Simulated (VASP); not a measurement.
# Pb (I4/mmm) in VASP: a series of runs

Runs on Pb. Level: PBEsol. Tasks: single point.

Everything below comes from runs of VASP 6.6.1. Logs are shortened: lines on timing, memory, paths and dates and some standing lists are left out, and cuts for length are marked.

## (1) The cell of the first run

It takes space group I4/mmm (No. 139, tetragonal). The conventional cell has a = 3.493 Å, b = 3.493 Å, c = 5.137 Å, α = 90.00°, β = 90.00°, γ = 90.00°. Within 4.6 Å of Pb (site symmetry 4/mmm) lie 12 Pb at 3.49 to 3.56 Å.

## (2) Single point, PBEsol (strain +0.000 along x and y, +0.040 along z)

Contents of INCAR:

```
SYSTEM = Pb
ALGO = Fast ; EDIFF = 1E-6
ENCUT = 520 ; GGA = PS
ISIF = 2 ; ISMEAR = 0
LASPH = .TRUE. ; LCHARG = .FALSE.
LREAL = .FALSE. ; LWAVE = .FALSE.
NBANDS = 13 ; NELM = 100
PREC = Accurate ; SIGMA = 0.15
```

Contents of KPOINTS:

```
k-points
0
G
  16 16 16
  0 0 0
```

Contents of POSCAR:

```
Pb
1.0
    0.0000000000      2.4698000000      2.5685920000
    2.4698000000      0.0000000000      2.5685920000
    2.4698000000      2.4698000000      0.0000000000
Pb
1
Direct
    0.0000000000      0.0000000000      0.0000000000
```

Potentials or basis: VASP PAW PBE potentials, release 64 (Pb_d).

Run with:

```sh
$ cat potpaw_PBE.64/Pb_d/POTCAR > POTCAR
$ mpirun -np 1 vasp_std > vasp.out
```

OUTCAR:

```text
SYSTEM = Pb
   EDIFF = 1E-6
   ENCUT = 520
   GGA = PS
   ISIF = 2
   ISMEAR = 0
   LASPH = .TRUE.
   LREAL = .FALSE.
   NELM = 100
   PREC = Accurate

 ion  position               nearest neighbor table
   1  0.000  0.000  0.000-

  LATTYP: Found a body centered tetragonal cell.
 ALAT       =     3.4928246563
 C/A-ratio  =     1.4707821049

  Lattice vectors:

 A1 = (  -2.4698000000,   0.0000000000,   2.5685920000)
 A2 = (   2.4698000000,   0.0000000000,   2.5685920000)
 A3 = (   0.0000000000,   2.4698000000,  -2.5685920000)

Analysis of symmetry for initial positions (statically):
=====================================================================
 Subroutine PRICEL returns:
 Original cell was already a primitive cell.

 Routine SETGRP: Setting up the symmetry group for a
 body centered tetragonal supercell.

 Subroutine GETGRP returns: Found 16 space group operations
 (whereof 16 operations were pure point group operations)
 out of a pool of 16 trial point group operations.

The static configuration has the point symmetry D_4h.

Analysis of symmetry for dynamics (positions and initial velocities):
=====================================================================
 Subroutine PRICEL returns:
 Original cell was already a primitive cell.

 Routine SETGRP: Setting up the symmetry group for a
 body centered tetragonal supercell.

 Subroutine GETGRP returns: Found 16 space group operations
 (whereof 16 operations were pure point group operations)
 out of a pool of 16 trial point group operations.

The dynamic configuration has the point symmetry D_4h.

 Subroutine INISYM returns: Found 16 space group operations
 (whereof 16 operations are pure point group operations),
 and found     1 'primitive' translations

----------------------------------------------------------------------------------------

                                     Primitive cell

  volume of cell :      31.3364

  direct lattice vectors                    reciprocal lattice vectors
     0.000000000  2.469800000  2.568592000    -0.202445542  0.202445542  0.194659175
     2.469800000  0.000000000  2.568592000     0.202445542 -0.202445542  0.194659175
     2.469800000  2.469800000  0.000000000     0.202445542  0.202445542 -0.194659175

  length of vectors
     3.563365951  3.563365951  3.492824656     0.346208881  0.346208881  0.346208881

  position of ions in fractional coordinates (direct lattice)
     0.000000000  0.000000000  0.000000000

  ion indices of the primitive-cell ions
   primitive index   ion index
                 1           1

----------------------------------------------------------------------------------------

 KPOINTS: k-points

Automatic generation of k-mesh.
 Grid dimensions read from file:
 generate k-points for:   16   16   16

 Generating k-lattice:

  Cartesian coordinates                     Fractional coordinates (reciprocal lattice)
    -0.012652846  0.012652846  0.012166198     0.062500000  0.000000000  0.000000000
     0.012652846 -0.012652846  0.012166198     0.000000000  0.062500000  0.000000000
     0.012652846  0.012652846 -0.012166198     0.000000000  0.000000000  0.062500000

  Length of vectors
     0.021638055  0.021638055  0.021638055

  Shift w.r.t. Gamma in fractional coordinates (k-lattice)
     0.000000000  0.000000000  0.000000000

 Subroutine IBZKPT returns following result:
 ===========================================

 Found    349 irreducible k-points:

 Following reciprocal coordinates:
            Coordinates               Weight
  0.000000  0.000000  0.000000      1.000000
  0.062500  0.000000  0.000000      8.000000
  0.125000  0.000000  0.000000      8.000000
  0.187500  0.000000  0.000000      8.000000
  0.250000  0.000000  0.000000      8.000000
  0.312500  0.000000  0.000000      8.000000
[... 16 lines left out ...]
 -0.125000  0.062500  0.000000      8.000000
 -0.062500  0.062500  0.000000      4.000000
 [... further k-points ...]
   k-points           NKPTS =    349   k-points in BZ     NKDIM =    349   number of bands    NBANDS=     13
   number of dos      NEDOS =    301   number of ions     NIONS =      1
   total plane-waves  NPLWV =  21952
   dimension x,y,z NGX =    28 NGY =   28 NGZ =   28
   dimension x,y,z NGXF=    56 NGYF=   56 NGZF=   56
   ions per type =               1
   NGX,Y,Z   is equivalent  to a cutoff of  13.06, 13.06, 13.33 a.u.
   NGXF,Y,Z  is equivalent  to a cutoff of  26.13, 26.13, 26.65 a.u.
 SYSTEM =  Pb
   PREC   = accura    normal or accurate (medium, high low for compatibility)
   ISTART =      0    job   : 0-new  1-cont  2-samecut
   ICHARG =      2    charge: 1-file 2-atom 10-const
   ISPIN  =      1    spin polarized calculation?
   LNONCOLLINEAR =      F non collinear calculations
   LSORBIT =      F    spin-orbit coupling
   LASPH  =      T    aspherical Exc in radial PAW
   ENCUT  =  520.0 eV  38.22 Ry    6.18 a.u.   6.63  6.63  6.49*2*pi/ulx,y,z
   NELM   =    100;   NELMIN=  2; NELMDL= -5     # of ELM steps
   EDIFF  = 0.1E-05   stopping-criterion for ELM
   LREAL  =      F    real-space projection
   EDIFFG = 0.1E-04   stopping-criterion for IOM
   NSW    =      0    number of steps for IOM
   IBRION =     -1    ionic relax: 0-MD 1-quasi-New 2-CG
   NFREE  =      0    steps in history (QN), initial steepest desc. (CG)
   ISIF   =      2    stress and relaxation
   ISYM   =      2    0-nonsym 1-usesym 2-fastsym
   POTIM  = 0.5000    time-step for ionic-motion
   TEBEG  =    0.0;   TEEND  =   0.0 temperature during run
   PSTRESS=    0.0 pullay stress
   NELECT =      14.0000    total number of electrons
   NUPDOWN=      -1.0000    fix difference up-down
   EMIN   =  10.00;   EMAX   =-10.00  energy-range for DOS
   EFERMI =   0.00;   METHOD = LEGACY
   ISMEAR =     0;   SIGMA  =   0.15  broadening in eV -4-tet -1-fermi 0-gaus
   EFERMI_NEDOS =   21; number of points for ismear=-14 and -15
   IALGO  =     68    algorithm
   IMIX   =      4    mixing-type and parameters
     AMIX     =   0.40;   BMIX     =  1.00
     AMIX_MAG =   1.60;   BMIX_MAG =  1.00
  volume/ion in A,a.u.               =      31.34       211.47
  Fermi-wavevector in a.u.,A,eV,Ry     =   1.251511  2.365013 21.310524  1.566279
  Thomas-Fermi vector in A             =   2.385455
   LORBIT       =      0    0 simple, 1 ext, 2 COOP (PROOUT), +10 PAW based schemes
   GGA     = PS    functional components
   LHFCALC =     F    Hartree Fock is set to
   AEXX    =    0.0000 exact exchange contribution
   IVDW    =     0    specifies the selected vdW correction
   LEPSILON=     F    determine dielectric tensor
   LRPA    =     F    only Hartree local field effects (RPA)
 non-spin polarized calculation
 RMM-DIIS sequential band-by-band and
 Gauss-broadening in eV      SIGMA  =   0.15
  energy-cutoff  :      520.00
  volume of cell :       31.34
 maximum number of plane-waves:       885
   NGX = 13   NGY = 13   NGZ = 13

 number of electron      14.0000004 magnetization

 Free energy of the ion-electron system (eV)
  ---------------------------------------------------
  ext. energy  EPLUGINS =         0.00000000
  ---------------------------------------------------
  free energy    TOTEN  =        -3.99411228 eV

  energy without entropy =       -3.98911657  energy(sigma->0) =       -3.99161442

 E-fermi :   6.7663     XC(G=0): -10.1843

 val. band max:        6.7638113441   @ k =  -0.4375   0.3125   0.0625
 cond. band min:       6.7686932051   @ k =   0.3750   0.3125   0.0625
 fundamental gap:      0.0048818609
 Fermi energy:         6.7662577237

 k-point     1 :       0.0000    0.0000    0.0000
  band No.  band energies     occupation
      1     -10.2614      2.00000
      2     -10.2138      2.00000
      3     -10.2138      2.00000
      4     -10.1223      2.00000
      5     -10.0825      2.00000
      6      -4.8111      2.00000
      7      13.8770      0.00000
      8      13.8770      0.00000
      9      13.9276      0.00000
     10      16.4951      0.00000
     11      17.6411      0.00000
     12      18.9594      0.00000
     13      19.0154      0.00000

 k-point     2 :       0.0625    0.0000    0.0000
  band No.  band energies     occupation
      1     -10.2570      2.00000
      2     -10.2127      2.00000
      3     -10.2088      2.00000
      4     -10.1219      2.00000
      5     -10.0836      2.00000
      6      -4.7384      2.00000
      7      12.9645      0.00000
      8      13.7989      0.00000
      9      13.8032      0.00000
     10      16.2779      0.00000
     11      18.1069      0.00000
     12      19.1348      0.00000
     13      19.1705      0.00000

 k-point     3 :       0.1250    0.0000    0.0000
  band No.  band energies     occupation
      1     -10.2474      2.00000
      2     -10.2097      2.00000
      3     -10.1961      2.00000
      4     -10.1181      2.00000
      5     -10.0849      2.00000
      6      -4.5203      2.00000
      7      11.1759      0.00000
      8      13.5022      0.00000
      9      13.6079      0.00000
     10      15.9758      0.00000
     11      18.8698      0.00000
     12      19.1552      0.00000
     13      19.6030      0.00000
[... 305 lines left out ...]
 k-point    23 :      -0.1250    0.0625    0.0000
  band No.  band energies     occupation
      1     -10.2286      2.00000
      2     -10.2185      2.00000
      3     -10.1889      2.00000
      4     -10.1021      2.00000
      5     -10.0968      2.00000
      6      -4.3406      2.00000
      7      10.4117      0.00000
      8      12.3051      0.00000
      9      13.9621      0.00000
     10      16.2414      0.00000
     11      18.6809      0.00000
     12      19.3287      0.00000
     13      19.3921      0.00000

 k-point    24 :      -0.0625    0.0625    0.0000
  band No.  band energies     occupation
      1     -10.2409      2.00000
      2     -10.2184      2.00000
      3     -10.2028      2.00000
      4     -10.1149      2.00000
      5     -10.0904      2.00000
      6      -4.6121      2.00000
      7      12.0491      0.00000
      8      12.9975      0.00000
      9      13.9788      0.00000
     10      16.2277      0.00000
     11      18.3040      0.00000
     12      19.1088      0.00000
     13      20.2728      0.00000

 [... further k-points ...]

------------------------ aborting loop because EDIFF is reached ----------------------------------------

  FORCE on cell =-STRESS in cart. coord.  units (eV):
  Direction    XX          YY          ZZ          XY          YZ          ZX
  --------------------------------------------------------------------------------------
  -------------------------------------------------------------------------------------
  Total       -0.3396884     -0.3396884     -0.4515843      0.0000000     -0.0000000      0.0000000
  in kB      -17.3677098    -17.3677098    -23.0887649      0.0000000     -0.0000000      0.0000000
  external PRESSURE =     -19.2747282 kB  Pullay stress =       0.0000000 kB

 VOLUME and BASIS-vectors are now :
 -----------------------------------------------------------------------------
  energy-cutoff  :      520.00
  volume of cell :       31.34
      direct lattice vectors                 reciprocal lattice vectors
     0.000000000  2.469800000  2.568592000    -0.202445542  0.202445542  0.194659175
     2.469800000  0.000000000  2.568592000     0.202445542 -0.202445542  0.194659175
     2.469800000  2.469800000  0.000000000     0.202445542  0.202445542 -0.194659175

 POSITION                                       TOTAL-FORCE (eV/Angst)
 -----------------------------------------------------------------------------------
      0.00000      0.00000      0.00000         0.000000      0.000000      0.000000
 -----------------------------------------------------------------------------------
    total drift:                               -0.000000     -0.000000     -0.000000

  FREE ENERGIE OF THE ION-ELECTRON SYSTEM (eV)
  ---------------------------------------------------
  free  energy   TOTEN  =        -3.9941122811 eV

  energy  without entropy=       -3.9891165655  energy(sigma->0) =       -3.99161442
```

Run time: 60 s. Hardware: 1 thread of Intel Xeon 6975P-C (Granite Rapids), shared host; peak memory 0.25 GiB.

Results:

```
Free energy            : -3.9941 eV
Pressure               : -1.9 GPa
Band gap on the k mesh : zero (bands 7 and 8 overlap by 8.89 eV)
```

Caveat: the cell differs from its parent crystal (strain +0.000 along x and y, +0.040 along z); the PAW data sets were made with another functional, which shifts forces and pressure a little; spin-orbit coupling is left out, which moves the levels of the heavy elements.

## (3) Single point, PBEsol (strain +0.040 along x and y, +0.080 along z)

Contents of INCAR:

```
SYSTEM = Pb
PREC = Accurate
ENCUT = 520
EDIFF = 1E-7
ISMEAR = 0
SIGMA = 0.15
LREAL = .FALSE.
LASPH = .TRUE.
NELM = 100
ALGO = Fast
ISIF = 2
LWAVE = .FALSE.
LCHARG = .FALSE.
GGA = PS
NBANDS = 13
```

Contents of KPOINTS:

```
Automatic mesh
0
G
  16 16 16
  0 0 0
```

Contents of POSCAR:

```
Pb
1.0
    0.0000000000      2.5685920000      2.6673840000
    2.5685920000      0.0000000000      2.6673840000
    2.5685920000      2.5685920000      0.0000000000
Pb
1
Direct
    0.0000000000      0.0000000000      0.0000000000
```

Potentials or basis: VASP PAW PBE potentials, release 64 (Pb_d).

Run with:

```sh
$ cat potpaw_PBE.64/Pb_d/POTCAR > POTCAR
$ mpirun -np 1 vasp_std > vasp.out
```

Run time: 73 s. Hardware: 1 thread of Intel Xeon 6975P-C (Granite Rapids), shared host; peak memory 0.26 GiB.

It converged, with:

- Free energy: -3.9040 eV
- Pressure: -5.2 GPa
- Band gap on the k mesh: zero (bands 7 and 8 overlap by 7.78 eV)

Stress tensor (GPa, compression positive):
```
-5.17  0.00  0.00
 0.00 -5.17  0.00
 0.00  0.00 -5.40
```

Levels at points of the mesh, in eV from the Fermi level:
```
           k point  band 4  band 5  band 6  band 7  band 8  band 9  band 10  band 11
(0.00, 0.00, 0.00)  -16.86  -16.83  -10.86    6.27    6.27    6.29     9.46     9.62
(0.50, 0.00, 0.00)  -16.77  -16.75   -8.03   -3.55    4.48    5.04     8.14     9.11
(0.50, 0.50, 0.00)  -16.74  -16.74   -7.18   -2.91    2.13    2.13     5.19     6.44
(0.50, 0.00, 0.50)  -16.75  -16.72   -6.85   -2.66    1.61    1.85     4.84     6.10
```

Caveat: the cell differs from its parent crystal (strain +0.040 along x and y, +0.080 along z); the cell stands under tension; the PAW data sets were made with another functional, which shifts forces and pressure a little; spin-orbit coupling is left out, which moves the levels of the heavy elements.
